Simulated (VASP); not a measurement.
# Mn in VASP: single point with RPBE

Aim: the single point of Mn with RPBE.

Program: VASP 6.6.1. These are calculated values, not measurements. Logs are shortened: lines on timing, memory, paths and dates and some standing lists are left out, and cuts for length are marked.

### Step 1. The cell of the first run

The typed cell holds 2 atoms: a = 2.500 Å, b = 2.500 Å, c = 4.041 Å, α = 90.01°, β = 90.01°, γ = 119.99°.

This isn't the form of Mn at room conditions, which is a 58-atom cubic cell.

### Step 2. Single point, RPBE

INCAR

```
SYSTEM = Mn
ALGO = Normal
EDIFF = 1E-6
ENCUT = 520
GGA = RP
ISIF = 2
ISMEAR = -1
ISYM = 0
LASPH = .True.
LCHARG = .False.
LREAL = .False.
LWAVE = .False.
NBANDS = 20
NELM = 100
PREC = Accurate
SIGMA = 0.1
```

KPOINTS

```
k-points
0
Gamma
  14 14 10
  0 0 0
```

POSCAR

```
Mn
1.0
   -1.3815016831      1.6806066123      1.2322232461
    1.6806066123     -1.3815016831      1.2322232461
    2.8164266320      2.8164266320     -0.6844120205
Mn
2
Direct
    0.0417013390      0.9582986610      1.0000000000
    0.7082986610      0.2917013390      0.5000000000
```

Potentials or basis: VASP PAW PBE potentials, release 64 (Mn_pv).

Command:

```sh
> cat potpaw_PBE.64/Mn_pv/POTCAR > POTCAR
> mpirun -np 1 vasp_std > vasp.out
```

OUTCAR:

```text
SYSTEM = Mn
   EDIFF = 1E-6
   ENCUT = 520
   GGA = RP
   ISIF = 2
   ISMEAR = -1
   ISYM = 0
   LASPH = .True.
   LREAL = .False.
   NELM = 100
   PREC = Accurate

 ion  position               nearest neighbor table
   1  0.042  0.958  0.000-   2 2.48   2 2.48   2 2.48   2 2.48   2 2.48   2 2.48
   2  0.708  0.292  0.500-   1 2.48   1 2.48   1 2.48   1 2.48   1 2.48   1 2.48

IMPORTANT INFORMATION: All symmetrisations will be switched off!
NOSYMM: (Re-)initialisation of all symmetry stuff for point group C_1.

----------------------------------------------------------------------------------------

                                     Primitive cell

  volume of cell :      21.8807

  direct lattice vectors                    reciprocal lattice vectors
    -1.381501683  1.680606612  1.232223246    -0.115396033  0.211176349  0.394145963
     1.680606612 -1.381501683  1.232223246     0.211176349 -0.115396033  0.394145963
     2.816426632  2.816426632 -0.684412021     0.172443980  0.172443980 -0.041858360

  length of vectors
     2.500271908  2.500271908  4.041402945     0.461803784  0.461803784  0.247438830

  position of ions in fractional coordinates (direct lattice)
     0.041701339  0.958298661  0.000000000
     0.708298661  0.291701339  0.500000000

  ion indices of the primitive-cell ions
   primitive index   ion index
                 1           1
                 2           2

----------------------------------------------------------------------------------------

 KPOINTS: k-points

Automatic generation of k-mesh.
 Grid dimensions read from file:
 generate k-points for:   14   14   10

 Generating k-lattice:

  Cartesian coordinates                     Fractional coordinates (reciprocal lattice)
    -0.008242574  0.015084025  0.028153283     0.071428571  0.000000000 -0.000000000
     0.015084025 -0.008242574  0.028153283     0.000000000  0.071428571 -0.000000000
     0.017244398  0.017244398 -0.004185836    -0.000000000 -0.000000000  0.100000000

  Length of vectors
     0.032985985  0.032985985  0.024743883

  Shift w.r.t. Gamma in fractional coordinates (k-lattice)
     0.000000000  0.000000000  0.000000000

 Subroutine IBZKPT returns following result:
 ===========================================

 Found    984 irreducible k-points:

 Following reciprocal coordinates:
            Coordinates               Weight
  0.000000  0.000000  0.000000      1.000000
  0.071429 -0.000000  0.000000      2.000000
  0.000000 -0.071429 -0.000000      2.000000
  0.142857  0.000000 -0.000000      2.000000
  0.000000 -0.142857  0.000000      2.000000
  0.214286 -0.000000 -0.000000      2.000000
[... 16 lines left out ...]
  0.357143  0.071429 -0.000000      2.000000
 -0.071429 -0.357143  0.000000      2.000000
 [... further k-points ...]
   k-points           NKPTS =    984   k-points in BZ     NKDIM =    984   number of bands    NBANDS=     20
   number of dos      NEDOS =    301   number of ions     NIONS =      2
   total plane-waves  NPLWV =  12000
   dimension x,y,z NGX =    20 NGY =   20 NGZ =   30
   dimension x,y,z NGXF=    40 NGYF=   40 NGZF=   60
   ions per type =               2
   NGX,Y,Z   is equivalent  to a cutoff of  13.30, 13.30, 12.34 a.u.
   NGXF,Y,Z  is equivalent  to a cutoff of  26.60, 26.60, 24.68 a.u.
 SYSTEM =  Mn
   PREC   = accura    normal or accurate (medium, high low for compatibility)
   ISTART =      0    job   : 0-new  1-cont  2-samecut
   ICHARG =      2    charge: 1-file 2-atom 10-const
   ISPIN  =      1    spin polarized calculation?
   LNONCOLLINEAR =      F non collinear calculations
   LSORBIT =      F    spin-orbit coupling
   LASPH  =      T    aspherical Exc in radial PAW
   ENCUT  =  520.0 eV  38.22 Ry    6.18 a.u.   4.65  4.65  7.51*2*pi/ulx,y,z
   NELM   =    100;   NELMIN=  2; NELMDL= -5     # of ELM steps
   EDIFF  = 0.1E-05   stopping-criterion for ELM
   LREAL  =      F    real-space projection
   EDIFFG = 0.1E-04   stopping-criterion for IOM
   NSW    =      0    number of steps for IOM
   IBRION =     -1    ionic relax: 0-MD 1-quasi-New 2-CG
   NFREE  =      0    steps in history (QN), initial steepest desc. (CG)
   ISIF   =      2    stress and relaxation
   ISYM   =      0    0-nonsym 1-usesym 2-fastsym
   POTIM  = 0.5000    time-step for ionic-motion
   TEBEG  =    0.0;   TEEND  =   0.0 temperature during run
   PSTRESS=    0.0 pullay stress
   NELECT =      26.0000    total number of electrons
   NUPDOWN=      -1.0000    fix difference up-down
   EMIN   =  10.00;   EMAX   =-10.00  energy-range for DOS
   EFERMI =   0.00;   METHOD = LEGACY
   ISMEAR =    -1;   SIGMA  =   0.10  broadening in eV -4-tet -1-fermi 0-gaus
   EFERMI_NEDOS =   21; number of points for ismear=-14 and -15
   IALGO  =     38    algorithm
   IMIX   =      4    mixing-type and parameters
     AMIX     =   0.40;   BMIX     =  1.00
     AMIX_MAG =   1.60;   BMIX_MAG =  1.00
  volume/ion in A,a.u.               =      10.94        73.83
  Fermi-wavevector in a.u.,A,eV,Ry     =   1.733985  3.276756 40.908687  3.006704
  Thomas-Fermi vector in A             =   2.807867
   LORBIT       =      0    0 simple, 1 ext, 2 COOP (PROOUT), +10 PAW based schemes
   GGA     = RP    functional components
   LHFCALC =     F    Hartree Fock is set to
   AEXX    =    0.0000 exact exchange contribution
   IVDW    =     0    specifies the selected vdW correction
   LEPSILON=     F    determine dielectric tensor
   LRPA    =     F    only Hartree local field effects (RPA)
 non-spin polarized calculation
  energy-cutoff  :      520.00
  volume of cell :       21.88
 maximum number of plane-waves:       604
   NGX =  9   NGY =  9   NGZ = 15

 number of electron      26.0000032 magnetization

 Free energy of the ion-electron system (eV)
  ---------------------------------------------------
  ext. energy  EPLUGINS =         0.00000000
  ---------------------------------------------------
  free energy    TOTEN  =       -16.83221521 eV

  energy without entropy =      -16.73537154  energy(sigma->0) =      -16.78379337

 E-fermi :  10.2478     XC(G=0): -13.7886

 val. band max:       10.2471528284   @ k =  -0.2143   0.0000   0.3000
 cond. band min:      10.2546511566   @ k =   0.1429   0.1429   0.1000
 fundamental gap:      0.0074983281
 Fermi energy:        10.2477794259

 k-point     1 :       0.0000    0.0000    0.0000
  band No.  band energies     occupation
      1     -38.0637      2.00000
      2     -37.4504      2.00000
      3     -37.4502      2.00000
      4     -37.3512      2.00000
      5     -37.3512      2.00000
      6     -37.3351      2.00000
[... 12 lines left out ...]
     19      19.3469      0.00000
     20      30.7996      0.00000

 k-point     2 :       0.0714   -0.0000    0.0000
  band No.  band energies     occupation
      1     -38.0517      2.00000
      2     -37.4763      2.00000
      3     -37.4586      2.00000
      4     -37.3783      2.00000
      5     -37.3551      2.00000
      6     -37.3397      2.00000
[... 12 lines left out ...]
     19      19.3478      0.00000
     20      30.4234      0.00000

 k-point     3 :       0.0000   -0.0714   -0.0000
  band No.  band energies     occupation
      1     -38.0517      2.00000
      2     -37.4763      2.00000
      3     -37.4586      2.00000
      4     -37.3783      2.00000
      5     -37.3551      2.00000
      6     -37.3397      2.00000
[... 12 lines left out ...]
     19      19.3478      0.00000
     20      30.4234      0.00000

 k-point     4 :       0.1429    0.0000   -0.0000
  band No.  band energies     occupation
      1     -38.0172      2.00000
      2     -37.5494      2.00000
      3     -37.4816      2.00000
      4     -37.4530      2.00000
      5     -37.3663      2.00000
      6     -37.3535      2.00000
[... 12 lines left out ...]
     19      19.3596      0.00000
     20      28.6329      0.00000

 k-point     5 :       0.0000   -0.1429    0.0000
  band No.  band energies     occupation
      1     -38.0172      2.00000
      2     -37.5494      2.00000
      3     -37.4816      2.00000
      4     -37.4530      2.00000
      5     -37.3663      2.00000
      6     -37.3535      2.00000
[... 12 lines left out ...]
     19      19.3596      0.00000
     20      28.6329      0.00000

 k-point     6 :       0.2143   -0.0000   -0.0000
  band No.  band energies     occupation
      1     -37.9640      2.00000
      2     -37.6558      2.00000
      3     -37.5586      2.00000
      4     -37.5139      2.00000
      5     -37.3835      2.00000
      6     -37.3768      2.00000
[... 12 lines left out ...]
     19      19.3980      0.00000
     20      25.9397      0.00000

 k-point     7 :       0.0000   -0.2143    0.0000
  band No.  band energies     occupation
      1     -37.9640      2.00000
      2     -37.6558      2.00000
      3     -37.5586      2.00000
      4     -37.5139      2.00000
      5     -37.3835      2.00000
      6     -37.3768      2.00000
[... 12 lines left out ...]
     19      19.3980      0.00000
     20      25.9397      0.00000
[... 277 lines left out ...]
 k-point    20 :      -0.0714   -0.2143    0.0000
  band No.  band energies     occupation
      1     -37.9249      2.00000
      2     -37.7156      2.00000
      3     -37.6380      2.00000
      4     -37.5281      2.00000
      5     -37.4063      2.00000
      6     -37.3956      2.00000
[... 12 lines left out ...]
     19      19.4612      0.00000
     20      24.6252      0.00000

 k-point    21 :       0.2857    0.0714   -0.0000
  band No.  band energies     occupation
      1     -37.8564      2.00000
      2     -37.8282      2.00000
      3     -37.7331      2.00000
      4     -37.5707      2.00000
      5     -37.4324      2.00000
      6     -37.4281      2.00000
[... 12 lines left out ...]
     19      19.3546      0.00000
     20      22.3405      0.00000

 k-point    22 :      -0.0714   -0.2857    0.0000
  band No.  band energies     occupation
      1     -37.8564      2.00000
      2     -37.8282      2.00000
      3     -37.7331      2.00000
      4     -37.5707      2.00000
      5     -37.4324      2.00000
      6     -37.4281      2.00000
[... 12 lines left out ...]
     19      19.3546      0.00000
     20      22.3405      0.00000

 k-point    23 :       0.3571    0.0714   -0.0000
  band No.  band energies     occupation
      1     -37.9190      2.00000
      2     -37.8093      2.00000
      3     -37.7895      2.00000
      4     -37.6027      2.00000
      5     -37.4739      2.00000
      6     -37.4458      2.00000
[... 12 lines left out ...]
     19      20.0380      0.00000
     20      21.7201      0.00000

 k-point    24 :      -0.0714   -0.3571    0.0000
  band No.  band energies     occupation
      1     -37.9190      2.00000
      2     -37.8093      2.00000
      3     -37.7895      2.00000
      4     -37.6027      2.00000
      5     -37.4739      2.00000
      6     -37.4458      2.00000
[... 12 lines left out ...]
     19      20.0380      0.00000
     20      21.7201      0.00000

 [... further k-points ...]
[... 5 lines left out ...]
  --------------------------------------------------------------------------------------
  -------------------------------------------------------------------------------------
  Total       -0.0010078     -0.0010070      0.0044416     -0.0086182      0.0036429      0.0036422
  in kB       -0.0737924     -0.0737322      0.3252269     -0.6310517      0.2667480      0.2666943
  external PRESSURE =       0.0592341 kB  Pullay stress =       0.0000000 kB

 VOLUME and BASIS-vectors are now :
 -----------------------------------------------------------------------------
  energy-cutoff  :      520.00
  volume of cell :       21.88
      direct lattice vectors                 reciprocal lattice vectors
    -1.381501683  1.680606612  1.232223246    -0.115396033  0.211176349  0.394145963
     1.680606612 -1.381501683  1.232223246     0.211176349 -0.115396033  0.394145963
     2.816426632  2.816426632 -0.684412021     0.172443980  0.172443980 -0.041858360

 POSITION                                       TOTAL-FORCE (eV/Angst)
 -----------------------------------------------------------------------------------
      1.55291     -1.25381      1.23222         0.000194     -0.000193     -0.000000
      0.91993      2.19560      0.89002        -0.000194      0.000193      0.000000
 -----------------------------------------------------------------------------------
    total drift:                                0.000000     -0.000002      0.000001

  FREE ENERGIE OF THE ION-ELECTRON SYSTEM (eV)
  ---------------------------------------------------
  free  energy   TOTEN  =       -16.8322152087 eV

  energy  without entropy=      -16.7353715383  energy(sigma->0) =      -16.78379337
```

Wall time 3.1 min (1 thread of Intel Xeon Platinum 8488C (Sapphire Rapids), shared host); peak memory 0.42 GiB.

What came out:

| Quantity | Value |
| --- | --- |
| Free energy | -16.8322 eV |
| Pressure | 0.0 GPa |
| Band gap on the k mesh | zero (bands 13 and 14 overlap by 2.11 eV) |

Stress tensor (GPa, compression positive):
```
-0.01 -0.06  0.03
-0.06 -0.01  0.03
 0.03  0.03  0.03
```

Caveat: the PAW data sets were made with another functional, which shifts forces and pressure a little; the run has no spin polarisation, though such a crystal can be magnetic.
